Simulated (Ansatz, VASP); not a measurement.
## Two plane-wave programs on Cu

The input INCAR:

```
SYSTEM = Cu
ALGO = Fast
EDIFF = 1E-6
ENCUT = 520
GGA = PE
ISIF = 2
ISMEAR = 0
LASPH = .TRUE.
LCHARG = .TRUE.
LELF = .TRUE.
LREAL = .FALSE.
LVHAR = .TRUE.
LWAVE = .FALSE.
NBANDS = 12
NELM = 80
PREC = Accurate
SIGMA = 0.15
```

File KPOINTS:

```
k-points
0
G
  28 28 28
  0 0 0
```

File POSCAR:

```
Cu
1.0
    0.0136115560      1.8148741278      1.8148741278
    1.8148741278      0.0136115560      1.8148741278
    1.8284856838      1.8284856838      0.0000000000
Cu
1
Direct
    0.0000000000      0.0000000000      0.0000000000
```

Input for Ansatz:

```yaml
crystal:
  lattice:
    - [0.013611556, 1.8148741278, 1.8148741278]
    - [1.8148741278, 0.013611556, 1.8148741278]
    - [1.8284856838, 1.8284856838, 0.0]
  atoms:
    - { symbol: Cu, position: [0.0, 0.0, 0.0] }
basis:
  ecutwfc: 420
kpoints:
  mp_grid: { grid: [28, 28, 28] }
hamiltonian:
  xc: pbe
scf:
  occupations: { method: gaussian, width: 0.15 }
output:
  forces: true
  stress: true
  eigenvalues: true
```

Change from the starting cell: strain +0.0150 x Voigt [0, 0, 0, 0, 0, 1], atoms carried along.

Alike in both runs: task single point; functional PBE; k mesh 28 × 28 × 28; occupations gaussian, width 0.15 eV; no spin polarisation.

|  | VASP | Ansatz |
| --- | --- | --- |
| version | VASP 6.6.1 | Ansatz 0.2.0 |
| potentials or method | VASP PAW PBE potentials, release 64 (Cu), cutoff 520 eV | scalar-relativistic, plane waves, PAW |
| valence electrons in the cell | 11 | 19 |

|  | VASP | Ansatz | Ansatz less VASP |
| --- | --- | --- | --- |
| gap on the k mesh at the Fermi level (eV) | none | none | - |
| pressure (GPa) | 0.5 | 0.0 | -0.52 |
| traceless stress, the component that is largest in VASP (GPa) | -1.25 | -1.26 | -0.003 |

A gap of «none» marks a metal or a gap that the smearing closes. VASP's potentials hold 11 valence electrons a cell and Ansatz's 19, so a difference there can come from the potentials and not from the codes.
